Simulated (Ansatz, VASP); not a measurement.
Two plane-wave programs on BiIr

File INCAR:

```
SYSTEM = BiIr
  PREC = Accurate
  ENCUT = 500
  EDIFF = 1E-6
  ISMEAR = 0
  SIGMA = 0.05
  LREAL = .False.
  LASPH = .True.
  NELM = 120
  ALGO = Normal
  ISIF = 2
  LWAVE = .False.
  LCHARG = .False.
  GGA = PE
  NBANDS = 19
  GGA_COMPAT = .False.
```

KPOINTS

```
Automatic mesh
0
Gamma
  10 10 10
  0 0 0
```

POSCAR

```
BiIr
1.0
    0.0000000000      3.1664954833      3.1664954833
    3.1664954833      0.0000000000      3.1664954833
    3.1664954833      3.1664954833      0.0000000000
Ir Bi
1 1
Direct
    0.0000000000      0.0000000000      0.0000000000
    0.2500000000      0.2500000000      0.2500000000
```

Input for Ansatz:

```yaml
crystal:
  lattice:
    - [0.0, 3.1664954833, 3.1664954833]
    - [3.1664954833, 0.0, 3.1664954833]
    - [3.1664954833, 3.1664954833, 0.0]
  atoms:
    - { symbol: Ir, position: [0.0, 0.0, 0.0] }
    - { symbol: Bi, position: [0.25, 0.25, 0.25] }
basis:
  ecutwfc: 420
  ecutrho_ratio: 4
kpoints:
  mp_grid: { grid: [10, 10, 10] }
hamiltonian:
  xc: pbe
scf:
  occupations: { method: gaussian, width: 0.05 }
output:
  forces: true
  stress: true
  eigenvalues: true
```

Alike in both runs: task single point; functional PBE; k mesh 10 × 10 × 10; occupations gaussian, width 0.05 eV; no spin polarisation.

```csv
,VASP,Ansatz
version,VASP 6.6.1,Ansatz 0.2.0
potentials or method,"VASP PAW PBE potentials, release 64 (Ir, Bi_d), cutoff 500 eV","scalar-relativistic, plane waves, PAW"
valence electrons in the cell,24,32
```

|  | VASP | Ansatz | Ansatz less VASP |
| --- | --- | --- | --- |
| gap on the k mesh at the Fermi level (eV) | none | none | - |
| pressure (GPa) | -6.3 | -6.3 | -0.02 |

A gap of «none» marks a metal or a gap that the smearing closes. VASP's potentials hold 24 valence electrons a cell and Ansatz's 32, so a difference there can come from the potentials and not from the codes.

Neither program's run includes spin-orbit coupling.
